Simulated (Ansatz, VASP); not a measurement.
Al in VASP and in Ansatz

```xyz
1
Lattice="-1.5674 1.5674 1.5912 1.5674 -1.5674 1.5912 1.5674 1.5674 -1.5912" Properties=species:S:1:pos:R:3 pbc="T T T"
Al    0.0000    0.0000    0.0000
```

Change from the starting cell: strain -0.015 along x and y, +0.000 along z, atoms carried along.

Alike in both runs: task single point; functional PBEsol; k mesh 20 × 20 × 20; occupations gaussian, width 0.15 eV; no spin polarisation.

```csv
,VASP,Ansatz
version,VASP 6.6.1,Ansatz 0.2.0
potentials or method,"VASP PAW PBE potentials, release 64 (Al), cutoff 520 eV","scalar-relativistic, plane waves, PAW"
valence electrons in the cell,3,3
```

|  | VASP | Ansatz | Ansatz less VASP |
| --- | --- | --- | --- |
| gap on the k mesh at the Fermi level (eV) | none | none | - |
| pressure (GPa) | 4.9 | 4.8 | -0.08 |
| traceless stress, the component that is largest in VASP (GPa) | 0.61 | 0.61 | -0.003 |

VASP's potentials were made for PBE, not for PBEsol. A gap of «none» marks a metal or a gap that the smearing closes.
